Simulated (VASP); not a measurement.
A run of VASP 6.6.1 is set up as follows.

File INCAR:

```
PREC = Accurate
ENCUT = 520
EDIFF = 1E-7
ISMEAR = -1
SIGMA = 0.05
LREAL = False
LASPH = True
NELM = 100
ALGO = Normal
ISIF = 2
LWAVE = False
LCHARG = True
GGA = PE
LELF = True
LVHAR = True
NBANDS = 26
```

The input KPOINTS:

```
Automatic mesh
0
Gamma
  3 3 3
```

POSCAR

```
LaSi6
1.0
    5.1206860000     -0.1251360000     -0.1473140000
   -0.1251360000      5.1175140000     -0.0590480000
   -0.1473140000     -0.0590480000      5.0196950000
La Si
1 6
Direct
    0.9490916667      0.9977902355      0.0195428223
    0.1975590059      0.4244507155      0.3832261070
    0.5035862135      0.1851223731      0.5915961837
    0.8475514578      0.5635231091      0.5854423641
    0.5041637568      0.7929463571      0.4328859176
    0.5707874414      0.4432267579      0.1897622534
    0.4319899321      0.5685913019      0.8123637679
```

Potentials or basis: VASP PAW PBE potentials, release 64 (La, Si).

Run with:

```bash
$ cat potpaw_PBE.64/La/POTCAR potpaw_PBE.64/Si/POTCAR > POTCAR
$ mpirun -np 1 vasp_std > vasp.out
```

**Question.** What does it give for the pressure?

**Answer.** 17.9 GPa.

**Question.** Estimate the largest force.

**Answer.** 4.424 eV/Å.

Stress tensor (GPa, compression positive):
```
15.72 -4.97  0.36
-4.97 18.58  3.90
 0.36  3.90 19.33
```

Caveat: the k points lie up to 0.42 Å⁻¹ apart; forces of over 1 eV/Å act on the atoms, so gaps and moduli don't describe the material at rest.
